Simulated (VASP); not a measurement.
The system is Ti13Be3.

```
CELL_PARAMETERS angstrom
6.14533 0.11573 -0.02475
0.11573 6.28303 -0.13496
-0.02475 -0.13496 6.34271
ATOMIC_POSITIONS crystal
Ti 0.30603 0.16817 0.15262
Ti 0.59625 0.98498 0.84500
Ti 0.34144 0.23848 0.57007
Ti 0.58434 0.91957 0.36260
Ti 0.87417 0.75042 0.08332
Ti 0.34275 0.72859 0.60938
Ti 0.55424 0.49896 0.31106
Ti 0.87624 0.17022 0.05921
Ti 0.08776 0.50385 0.29516
Ti 0.60111 0.45977 0.85680
Ti 0.09195 0.44477 0.83989
Ti 0.83555 0.17378 0.54124
Ti 0.86250 0.70316 0.58610
Be 0.29306 0.74444 0.06791
Be 0.09995 0.93676 0.79194
Be 0.12519 0.92333 0.34299
```

Base run:

| Property | Result |
| --- | --- |
| Program | VASP 6.6.1 |
| Functional | PBE |
| Potentials or basis | VASP PAW PBE potentials, release 64 (Ti_sv, Be) |
| Cutoff | 400 eV |
| k mesh | 1 × 1 × 1, shifted |
| Occupations | fermi-dirac, width 0.0931 eV |
| Spin | no spin polarisation |

Its results: pressure 3.5 GPa; largest force 1.873 eV/Å.

The run is repeated on the same cell with these changes: cutoff from 400 eV to 520 eV; further incar settings from LREAL = Auto; ALGO = Normal; EDIFF = 1e-06; NBANDS = 95; ISYM = -1 to LREAL = Auto; ALGO = Normal; EDIFF = 1e-06; NBANDS = 95; ISYM = 0. What comes out?

Pressure 4.3 GPa; largest force 1.869 eV/Å.

Caveats: some runs use coarse meshes; the atoms stand as in a frame of molecular dynamics.
